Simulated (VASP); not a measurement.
A run of VASP 6.6.1 is set up as follows.

Contents of INCAR:

```
ALGO = Normal
EDIFF = 1E-6
ENCUT = 520
GGA = PS
ISIF = 2
ISMEAR = -1
LASPH = T
LCHARG = F
LREAL = F
LWAVE = F
NBANDS = 16
NELM = 100
PREC = Accurate
SIGMA = 0.1
```

KPOINTS

```
k-points
0
Gamma
  9 9 6
```

POSCAR

```
Rb
1.0
   -4.5058445280      4.5030969397      2.4337913726
    4.5030969397     -4.5058445280      2.4337913726
    4.5774447989      4.5774447989     -2.4388235855
Rb
2
Direct
    0.9999392007      0.0000607993      0.0000000000
    0.7500607993      0.2499392007      0.5000000000
```

Potentials or basis: VASP PAW PBE potentials, release 64 (Rb_sv).

The run is started by

```sh
$ cat potpaw_PBE.64/Rb_sv/POTCAR > POTCAR
$ mpirun -np 1 vasp_std > vasp.out
```

Question: What does it give for the pressure?

Answer: -0.2 GPa.

Question: Estimate the band gap on the k mesh.

Answer: Zero (bands 9 and 10 overlap by 1.54 eV).

Caveat: the PAW data sets were made with another functional, which shifts forces and pressure a little.
